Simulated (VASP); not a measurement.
Write the native input for VASP 6.6.1 that does the following.

```
Task                   : single point
Functional             : PBE
Potentials or basis    : VASP PAW PBE potentials, release 64 (V_sv)
Cutoff                 : 520 eV
k mesh                 : 15 × 15 × 15
Occupations            : fermi-dirac, width 0.0612256 eV
Spin                   : no spin polarisation
Dipole correction      : no
Further INCAR settings : ALGO = Normal; EDIFF = 1e-06; NBANDS = 12
```

The structure of V lies in POSCAR:

```
V
1.0
    2.4970196270      0.0000000000      0.0000000000
    0.0000000000      2.4970196270      0.0000000000
    0.0000000000      0.0000000000      2.4970196270
V
1
Direct
    0.0000000000      0.0000000000      0.0000000000
```

These files were run (other wordings do the same):

INCAR

```
PREC = Accurate
ENCUT = 520
EDIFF = 1E-6
ISMEAR = -1
SIGMA = 0.06122561905347299
LREAL = False
LASPH = True
NELM = 100
ALGO = Normal
ISIF = 2
LWAVE = False
LCHARG = True
GGA = PE
LELF = True
LVHAR = True
NBANDS = 12
```

KPOINTS

```
regular mesh
0
Gamma
  15 15 15
```

Potentials or basis: VASP PAW PBE potentials, release 64 (V_sv).

Launch:

```console
$ cat potpaw_PBE.64/V_sv/POTCAR > POTCAR
$ mpirun -np 1 vasp_std > vasp.out
```

Results of the run:

```yaml
Pressure: -6.5 GPa
```

It took 24 s on 1 thread of AMD EPYC 7R13, with other jobs on the host, peak memory 0.11 GiB.
